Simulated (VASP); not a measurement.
# Sb (R-3m) in VASP: notebook, part 2 of 2

VASP 6.6.1. Earlier steps stand in the parts before.

## (4) Single point, LDA

This run uses another cell than the first one, of 29.24 Å³/atom.

The input, INCAR:

```
SYSTEM = Sb
PREC     = Accurate       ! precision mode
ENCUT    = 500            ! plane-wave cutoff, eV
EDIFF    = 1E-6           ! SCF threshold, eV
ISMEAR   = -1             ! smearing method
SIGMA    = 0.05           ! smearing width, eV
LREAL    = .FALSE.        ! projectors in reciprocal space
LASPH    = .TRUE.         ! aspherical terms in the spheres
NELM     = 120            ! most SCF steps
ALGO     = Normal         ! electronic algorithm
ISIF     = 2              ! what is computed and relaxed
LWAVE    = .FALSE.        ! write WAVECAR
LCHARG   = .FALSE.        ! write CHGCAR
NBANDS   = 22             ! bands
GGA_COMPAT= .FALSE.
```

The input, KPOINTS:

```
Automatic mesh
0
G
  8 8 8
  0 0 0
```

The input, POSCAR:

```
Sb
1.0
    2.1487186981      1.2405633187      3.6559807365
   -2.1487186981      1.2405633187      3.6559807365
    0.0000000000     -2.4811266375      3.6559807365
Sb
2
Direct
    0.7646387246      0.7646387246      0.7646387246
    0.2353612754      0.2353612754      0.2353612754
```

Potentials or basis: VASP PAW LDA potentials, release 64 (Sb_d_GW).

Run with:

```
$ cat potpaw_LDA.64/Sb_d_GW/POTCAR > POTCAR
$ mpirun -np 1 vasp_std > vasp.out
```

OUTCAR:

```text
SYSTEM = Sb
   PREC = Accurate
   ENCUT = 500
   EDIFF = 1E-6
   ISMEAR = -1
   LREAL = .FALSE.
   LASPH = .TRUE.
   NELM = 120
   ISIF = 2

 ion  position               nearest neighbor table
   1  0.765  0.765  0.765-   2 2.90   2 2.90   2 2.90   2 3.28   2 3.28   2 3.28
   2  0.235  0.235  0.235-   1 2.90   1 2.90   1 2.90   1 3.28   1 3.28   1 3.28

  LATTYP: Found a trigonal (rhomboedric) cell.
 ALAT       =     4.4183916233
 COS(alpha) =     0.5270004712

  Lattice vectors:

 A1 = (   2.1487186981,   1.2405633187,   3.6559807365)
 A2 = (  -2.1487186981,   1.2405633187,   3.6559807365)
 A3 = (   0.0000000000,  -2.4811266375,   3.6559807365)

Analysis of symmetry for initial positions (statically):
=====================================================================
 Subroutine PRICEL returns:
 Original cell was already a primitive cell.

 Routine SETGRP: Setting up the symmetry group for a
 trigonal (rhombohedral) supercell.

 Subroutine GETGRP returns: Found 12 space group operations
 (whereof 12 operations were pure point group operations)
 out of a pool of 12 trial point group operations.

The static configuration has the point symmetry D_3d.

Analysis of symmetry for dynamics (positions and initial velocities):
=====================================================================
 Subroutine PRICEL returns:
 Original cell was already a primitive cell.

 Routine SETGRP: Setting up the symmetry group for a
 trigonal (rhombohedral) supercell.

 Subroutine GETGRP returns: Found 12 space group operations
 (whereof 12 operations were pure point group operations)
 out of a pool of 12 trial point group operations.

The dynamic configuration has the point symmetry D_3d.

 Subroutine INISYM returns: Found 12 space group operations
 (whereof 12 operations are pure point group operations),
 and found     1 'primitive' translations

[... 110 lines left out ...]
   EFERMI_NEDOS =   21; number of points for ismear=-14 and -15
   IALGO  =     38    algorithm
   IMIX   =      4    mixing-type and parameters
     AMIX     =   0.40;   BMIX     =  1.00
     AMIX_MAG =   1.60;   BMIX_MAG =  1.00
  volume/ion in A,a.u.               =      29.24       197.30
  Fermi-wavevector in a.u.,A,eV,Ry     =   1.310581  2.476640 23.369691  1.717624
  Thomas-Fermi vector in A             =   2.441102
   LORBIT       =      0    0 simple, 1 ext, 2 COOP (PROOUT), +10 PAW based schemes
   GGA     = CA    functional components
   LHFCALC =     F    Hartree Fock is set to
   AEXX    =    0.0000 exact exchange contribution
   IVDW    =     0    specifies the selected vdW correction
   LEPSILON=     F    determine dielectric tensor
   LRPA    =     F    only Hartree local field effects (RPA)
 non-spin polarized calculation
  energy-cutoff  :      500.00
  volume of cell :       58.47
 maximum number of plane-waves:      1502
   NGX = 17   NGY = 17   NGZ = 17

 number of electron      29.9999988 magnetization

 Free energy of the ion-electron system (eV)
  ---------------------------------------------------
  ext. energy  EPLUGINS =         0.00000000
  ---------------------------------------------------
  free energy    TOTEN  =        -9.65149144 eV

  energy without entropy =       -9.64884064  energy(sigma->0) =       -9.65016604

 E-fermi :   5.4880     XC(G=0): -10.3101

 val. band max:        5.4604259640   @ k =   0.3750   0.2500   0.2500
 cond. band min:       5.5117658067   @ k =   0.3750   0.1250   0.1250
 fundamental gap:      0.0513398427
 Fermi energy:         5.4880168684

 k-point     1 :       0.0000    0.0000    0.0000
  band No.  band energies     occupation
      1     -23.9091      2.00000
      2     -23.9091      2.00000
      3     -23.8108      2.00000
      4     -23.8108      2.00000
      5     -23.7884      2.00000
      6     -23.6886      2.00000
[... 589 lines left out ...]
     21      13.1239      0.00000
     22      14.6407      0.00000

 [... further k-points ...]

------------------------ aborting loop because EDIFF is reached ----------------------------------------

  FORCE on cell =-STRESS in cart. coord.  units (eV):
  Direction    XX          YY          ZZ          XY          YZ          ZX
  --------------------------------------------------------------------------------------
  -------------------------------------------------------------------------------------
  Total       -0.0110060     -0.0110060     -0.0166955      0.0000000      0.0000000      0.0000000
  in kB       -0.3015676     -0.3015676     -0.4574627      0.0000000      0.0000000      0.0000000
  external PRESSURE =      -0.3535326 kB  Pullay stress =       0.0000000 kB

 VOLUME and BASIS-vectors are now :
 -----------------------------------------------------------------------------
  energy-cutoff  :      500.00
  volume of cell :       58.47
      direct lattice vectors                 reciprocal lattice vectors
     2.148718698  1.240563319  3.655980737     0.232696816  0.134347569  0.091174806
    -2.148718698  1.240563319  3.655980737    -0.232696816  0.134347569  0.091174806
     0.000000000 -2.481126638  3.655980737     0.000000000 -0.268695139  0.091174806

 POSITION                                       TOTAL-FORCE (eV/Angst)
 -----------------------------------------------------------------------------------
      0.00000     -0.00000      8.38651         0.000000      0.000000     -0.018649
      0.00000     -0.00000      2.58143         0.000000     -0.000000      0.018649
 -----------------------------------------------------------------------------------
    total drift:                               -0.000000      0.000000     -0.000000

  FREE ENERGIE OF THE ION-ELECTRON SYSTEM (eV)
  ---------------------------------------------------
  free  energy   TOTEN  =        -9.6514914385 eV

  energy  without entropy=       -9.6488406395  energy(sigma->0) =       -9.65016604
```

stdout:

```text
POSCAR found type information on POSCAR Sb
 POSCAR found :  1 types and       2 ions
 scaLAPACK will be used
 LDA part: xc-table for (Slater(with rela. corr.)+CA(PZ))
 , standard interpolation
 POSCAR, INCAR and KPOINTS ok, starting setup
 FFT: planning ... GRIDC
 FFT: planning ... GRID_SOFT
 FFT: planning ... GRID
 WAVECAR not read
 entering main loop
```

Wall time 52 s (1 thread of AMD EPYC 7R13 (Zen 3), shared host); peak memory 0.18 GiB.

What came out:

| Item | Value |
| --- | --- |
| Free energy | -9.6515 eV |
| Pressure | 0.0 GPa |
| Largest force | 0.019 eV/Å |
| Band gap on the k mesh | zero (bands 15 and 16 overlap by 0.24 eV) |

Forces on the atoms (eV/Å):
```
Sb   0.000  0.000 -0.019
Sb   0.000  0.000  0.019
```

Levels at points of the mesh, in eV from the Fermi level:
| k point | band 12 | band 13 | band 14 | band 15 | band 16 | band 17 | band 18 | band 19 |
| --- | --- | --- | --- | --- | --- | --- | --- | --- |
| (0.00, 0.00, 0.00) | -4.74 | -2.01 | -1.90 | -1.90 | 2.28 | 2.79 | 2.79 | 5.03 |
| (0.50, 0.00, 0.00) | -9.86 | -1.85 | -1.66 | -0.35 | -0.21 | 0.21 | 0.28 | 7.89 |
| (0.50, 0.50, 0.00) | -8.00 | -5.69 | -3.86 | -3.84 | 1.54 | 5.08 | 5.51 | 7.17 |
| (0.50, 0.50, 0.50) | -9.26 | -1.34 | -1.34 | -0.53 | -0.09 | -0.09 | 0.93 | 7.30 |

Caveat: spin-orbit coupling is left out, which moves the levels of the heavy elements.

## (5) Overview

| level | potentials or basis | cell | gap on the mesh (eV) | pressure (GPa) | largest force (eV/Å) |
| --- | --- | --- | --- | --- | --- |
| BLYP+D4 | VASP PAW PBE potentials, release 64 (Sb_d_GW) | a = 4.542 Å, angles 57.3°, 2 atoms, atomic positions A | none | 0.0 | 0.01 |
| LDA | VASP PAW LDA potentials, release 64 (Sb_d_GW) | a = 4.537 Å, angles 57.1°, 2 atoms, atomic positions A | none | -2.3 | 0.08 |
| LDA | VASP PAW LDA potentials, release 64 (Sb_d_GW) | a = 4.418 Å, angles 58.2°, 2 atoms, atomic positions B | none | 0.0 | 0.02 |

Alike in all rows: task single point; no spin polarisation; k mesh 8 × 8 × 8; cutoff (eV) 500; smearing fermi-dirac 0.05 eV.

Caveats: spin-orbit coupling is left out, which moves the levels of the heavy elements; the PAW data sets were made with another functional, which shifts forces and pressure a little (at least some runs).

Total energies depend on the potentials used, so only differences within one code and one set of settings carry meaning.

The gap in the log of VASP goes by the Fermi energy; the results here count the filled bands.